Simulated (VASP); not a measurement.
# Li4TmGe (Pmmm) in VASP: further runs, part 2 of 2

VASP 6.6.1.

## Step 3: Single point, PBE

This run uses another cell than the first one, of the same volume but with other edges.

The input, INCAR:

```
PREC = Accurate
ENCUT = 750
EDIFF = 1E-6
ISMEAR = 0
SIGMA = 0.1
LREAL = F
LASPH = T
NELM = 200
ALGO = Normal
ISIF = 2
LWAVE = F
LCHARG = T
GGA = PE
LELF = T
LVHAR = T
NBANDS = 26
GGA_COMPAT = F
LMAXMIX = 6
```

The input, KPOINTS:

```
Automatic mesh
0
Gamma
  6 4 2
```

The input, POSCAR:

```
Li4TmGe
1.0
    3.5431612258      0.0000000000      0.0000000000
    0.0000000000      4.6411963509      0.0000000000
    0.0000000000      0.0000000000      7.8358822156
Li Tm Ge
4 1 1
Direct
    0.5000000000      0.5000000000      0.7133679657
    0.5000000000      0.5000000000      0.2866320343
    0.0000000000      0.0000000000      0.6665900509
    0.0000000000      0.0000000000      0.3334099491
    0.5000000000      0.0000000000      0.0000000000
    0.0000000000      0.5000000000      0.0000000000
```

Potentials or basis: VASP PAW PBE potentials, release 64 (Li_sv, Tm_3, Ge_d), 4f in core.

Run with:

```
> cat potpaw_PBE.64/Li_sv/POTCAR potpaw_PBE.64/Tm_3/POTCAR potpaw_PBE.64/Ge_d/POTCAR > POTCAR
> mpirun -np 1 vasp_std > vasp.out
```

OUTCAR:

```text
PREC = Accurate
   ENCUT = 750
   EDIFF = 1E-6
   ISMEAR = 0
   LREAL = F
   LASPH = T
   NELM = 200
   ISIF = 2
   GGA = PE

 ion  position               nearest neighbor table
   1  0.500  0.500  0.713-
   2  0.500  0.500  0.287-
   3  0.000  0.000  0.667-   5 3.16   5 3.16
   4  0.000  0.000  0.333-   5 3.16   5 3.16
   5  0.500  0.000  0.000-   6 2.92   6 2.92   6 2.92   6 2.92   3 3.16   4 3.16   3 3.16   4 3.16

   6  0.000  0.500  0.000-   5 2.92   5 2.92   5 2.92   5 2.92

  LATTYP: Found a simple orthorhombic cell.
 ALAT       =     3.5431612258
 B/A-ratio  =     1.3099026703
 C/A-ratio  =     2.2115511308

  Lattice vectors:

 A1 = (   3.5431612258,   0.0000000000,   0.0000000000)
 A2 = (   0.0000000000,   4.6411963509,   0.0000000000)
 A3 = (   0.0000000000,   0.0000000000,   7.8358822156)

Analysis of symmetry for initial positions (statically):
=====================================================================
 Subroutine PRICEL returns:
 Original cell was already a primitive cell.

 Routine SETGRP: Setting up the symmetry group for a
 simple orthorhombic supercell.

 Subroutine GETGRP returns: Found  8 space group operations
 (whereof  8 operations were pure point group operations)
 out of a pool of  8 trial point group operations.

The static configuration has the point symmetry D_2h.

Analysis of symmetry for dynamics (positions and initial velocities):
=====================================================================
 Subroutine PRICEL returns:
 Original cell was already a primitive cell.

 Routine SETGRP: Setting up the symmetry group for a
 simple orthorhombic supercell.

 Subroutine GETGRP returns: Found  8 space group operations
 (whereof  8 operations were pure point group operations)
 out of a pool of  8 trial point group operations.

The dynamic configuration has the point symmetry D_2h.

 Subroutine INISYM returns: Found  8 space group operations
[... 125 lines left out ...]
  volume/ion in A,a.u.               =      21.48       144.93
  Fermi-wavevector in a.u.,A,eV,Ry     =   1.060217  2.003519 15.293754  1.124059
  Thomas-Fermi vector in A             =   2.195590
   LORBIT       =      0    0 simple, 1 ext, 2 COOP (PROOUT), +10 PAW based schemes
   GGA     = PE    functional components
   LHFCALC =     F    Hartree Fock is set to
   AEXX    =    0.0000 exact exchange contribution
   IVDW    =     0    specifies the selected vdW correction
   LEPSILON=     F    determine dielectric tensor
   LRPA    =     F    only Hartree local field effects (RPA)
 non-spin polarized calculation
 Gauss-broadening in eV      SIGMA  =   0.10
  energy-cutoff  :      750.00
  volume of cell :      128.86
 maximum number of plane-waves:      6042
 NGX is ok and might be reduce to    32

 number of electron      34.9999980 magnetization

 Free energy of the ion-electron system (eV)
  ---------------------------------------------------
  ext. energy  EPLUGINS =         0.00000000
  ---------------------------------------------------
  free energy    TOTEN  =       -17.48121889 eV

  energy without entropy =      -17.46270066  energy(sigma->0) =      -17.47195977

 E-fermi :   1.9712     XC(G=0):  -8.2685

 val. band max:        1.9702853810   @ k =   0.0000   0.2500   0.5000
 cond. band min:       1.9870073549   @ k =   0.0000   0.2500   0.0000
 fundamental gap:      0.0167219739
 Fermi energy:         1.9711848942

 k-point     1 :       0.0000    0.0000    0.0000
  band No.  band energies     occupation
      1     -44.7353      2.00000
      2     -44.7195      2.00000
      3     -44.6445      2.00000
      4     -44.6433      2.00000
      5     -23.4594      2.00000
      6     -23.3274      2.00000
[... 685 lines left out ...]
     25       4.6919      0.00000
     26       6.6881      0.00000

------------------------ aborting loop because EDIFF is reached ----------------------------------------

  FORCE on cell =-STRESS in cart. coord.  units (eV):
  Direction    XX          YY          ZZ          XY          YZ          ZX
  --------------------------------------------------------------------------------------
  -------------------------------------------------------------------------------------
  Total        0.7335490     -0.8171380      0.2639192      0.0000000      0.0000000      0.0000000
  in kB        9.1207582    -10.1600828      3.2815035      0.0000000      0.0000000      0.0000000
  external PRESSURE =       0.7473930 kB  Pullay stress =       0.0000000 kB

 VOLUME and BASIS-vectors are now :
 -----------------------------------------------------------------------------
  energy-cutoff  :      750.00
  volume of cell :      128.86
      direct lattice vectors                 reciprocal lattice vectors
     3.543161226  0.000000000  0.000000000     0.282233840  0.000000000  0.000000000
     0.000000000  4.641196351  0.000000000     0.000000000  0.215461688  0.000000000
     0.000000000  0.000000000  7.835882216     0.000000000  0.000000000  0.127618049

 POSITION                                       TOTAL-FORCE (eV/Angst)
 -----------------------------------------------------------------------------------
      1.77158      2.32060      5.58987         0.000000     -0.000000     -0.008368
      1.77158      2.32060      2.24601         0.000000     -0.000000      0.008368
      0.00000      0.00000      5.22332         0.000000      0.000000     -0.011068
      0.00000      0.00000      2.61256         0.000000      0.000000      0.011068
      1.77158      0.00000      0.00000         0.000000      0.000000     -0.000000
      0.00000      2.32060      0.00000         0.000000      0.000000     -0.000000
 -----------------------------------------------------------------------------------
    total drift:                                0.000000      0.000000     -0.000000

  FREE ENERGIE OF THE ION-ELECTRON SYSTEM (eV)
  ---------------------------------------------------
  free  energy   TOTEN  =       -17.4812188894 eV

  energy  without entropy=      -17.4627006570  energy(sigma->0) =      -17.47195977
```

OSZICAR:

```text
N       E                     dE             d eps       ncg     rms          rms(c)
DAV:   1     0.281563127434E+03    0.28156E+03   -0.18951E+04  1278   0.221E+03
DAV:   2     0.366287889499E+02   -0.24493E+03   -0.23758E+03  1248   0.610E+02
DAV:   3    -0.809392836916E+01   -0.44723E+02   -0.43485E+02  1950   0.158E+02
DAV:   4    -0.164300538914E+02   -0.83361E+01   -0.82022E+01  2408   0.513E+01
DAV:   5    -0.177561473863E+02   -0.13261E+01   -0.13210E+01  1952   0.201E+01    0.215E+01
DAV:   6    -0.175098355675E+02    0.24631E+00   -0.19953E+00  2298   0.990E+00    0.128E+01
DAV:   7    -0.174862473553E+02    0.23588E-01   -0.47554E-01  2088   0.506E+00    0.126E+00
DAV:   8    -0.174813401560E+02    0.49072E-02   -0.86924E-02  1680   0.171E+00    0.280E-01
DAV:   9    -0.174813766255E+02   -0.36469E-04   -0.68531E-03  2088   0.538E-01    0.178E-01
DAV:  10    -0.174812460403E+02    0.13059E-03   -0.50009E-04  1766   0.256E-01    0.790E-02
DAV:  11    -0.174812227387E+02    0.23302E-04   -0.11937E-04  2256   0.832E-02    0.147E-02
DAV:  12    -0.174812196049E+02    0.31338E-05   -0.16477E-05  1922   0.411E-02    0.488E-03
DAV:  13    -0.174812188894E+02    0.71556E-06   -0.10573E-06  1096   0.110E-02
   1 F= -.17481219E+02 E0= -.17471960E+02  d E =-.185182E-01
```

stdout:

```text
POSCAR found type information on POSCAR LiTmGe
 POSCAR found :  3 types and       6 ions
 scaLAPACK will be used
 LDA part: xc-table for (Slater+PW92), standard interpolation
 POSCAR, INCAR and KPOINTS ok, starting setup
 FFT: planning ... GRIDC
 FFT: planning ... GRID_SOFT
 FFT: planning ... GRID
 WAVECAR not read
 entering main loop
```

It took 60 s on 1 thread of Intel Xeon 6975P-C (Granite Rapids), shared host; peak memory 0.38 GiB.

What came out:

```yaml
Free_energy: -17.4812 eV
Pressure: 0.1 GPa
Largest_force: 0.011 eV/Å
Band_gap_on_the_k_mesh: zero (an odd number of electrons rules out a gap without spin polarisation)
```

Forces on the atoms (eV/Å):
```
Li   0.000  0.000 -0.008
Li   0.000  0.000  0.008
Li   0.000  0.000 -0.011
Li   0.000  0.000  0.011
Tm   0.000  0.000  0.000
Ge   0.000  0.000  0.000
```

Caveat: the k points lie up to 0.40 Å⁻¹ apart, too coarse for converged energies and pressures of a metal; spin-orbit coupling is left out, which moves the levels of the heavy elements; the 4f electrons are frozen in the core, so they carry no moment and show no levels. Spin polarisation is off, so any magnetic state and its effect on volume and gap are missing.
